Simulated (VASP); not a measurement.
KF: single point with LDA

The system is KF.

```xyz
2
Lattice="0.0000 2.8491 2.8491 2.8491 0.0000 2.8491 2.8491 2.8491 0.0000" Properties=species:S:1:pos:R:3 pbc="T T T"
K     0.0000    0.0000    0.0000
F     1.4245    1.4245    1.4245
```

* Program: VASP 6.6.1
* Task: single point
* Functional: LDA
* Potentials or basis: VASP PAW LDA potentials, release 64 (K_sv, F)
* Cutoff: 520 eV
* k mesh: 6 × 6 × 6
* Occupations: fermi-dirac, width 0.02 eV
* Spin: no spin polarisation
* Dipole correction: no
* Further INCAR settings: ALGO = Normal; EDIFF = 1e-06; NBANDS = 15

| Property | Result |
| --- | --- |
| Pressure | 0.2 GPa |
| Band gap on the k mesh | 5.13 eV (least direct gap 5.44 eV) |

Levels at points of the mesh, in eV from the valence-band top:
```tsv
k point	band 5	band 6	band 7	band 8	band 9	band 10	band 11	band 12
(0.00, 0.00, 0.00)	-9.08	-0.31	-0.31	-0.31	5.13	12.01	12.01	12.24
(0.50, 0.00, 0.00)	-9.15	-0.32	-0.18	-0.18	8.07	9.41	11.07	11.07
(0.50, 0.50, 0.00)	-9.09	-0.59	0.00	0.00	8.26	8.35	12.89	13.33
```

It took 16 s on 1 thread of Intel Xeon 8259CL, on a shared host, peak memory 0.15 GiB.

Caveat: the structure was generated, so it needn't be the stable form of KF. A k mesh can miss the band edges.
